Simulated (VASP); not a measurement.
Input of a VASP 6.6.1 run:

INCAR

```
SYSTEM = Mn
PREC = Accurate
ENCUT = 520
EDIFF = 1E-6
ISMEAR = 0
SIGMA = 0.1
LREAL = .False.
LASPH = .True.
NELM = 100
ALGO = Normal
ISIF = 2
LWAVE = .False.
LCHARG = .False.
GGA = PE
NBANDS = 12
```

File KPOINTS:

```
regular mesh
0
Gamma
  20 20 20
  0 0 0
```

POSCAR

```
Mn
1.0
    0.0000000000      1.7512818446      1.7512818446
    1.7512818446      0.0000000000      1.7512818446
    1.7512818446      1.7512818446      0.0000000000
Mn
1
Direct
    0.0000000000      0.0000000000      0.0000000000
```

Potentials or basis: VASP PAW PBE potentials, release 64 (Mn_pv).

Command:

```console
$ cat potpaw_PBE.64/Mn_pv/POTCAR > POTCAR
$ mpirun -np 1 vasp_std > vasp.out
```

Problem. Predict the pressure.

Solution. -0.1 GPa.

Caveat: the run has no spin polarisation, though such a crystal can be magnetic. Spin polarisation is off, so any magnetic state and its effect on volume and gap are missing.
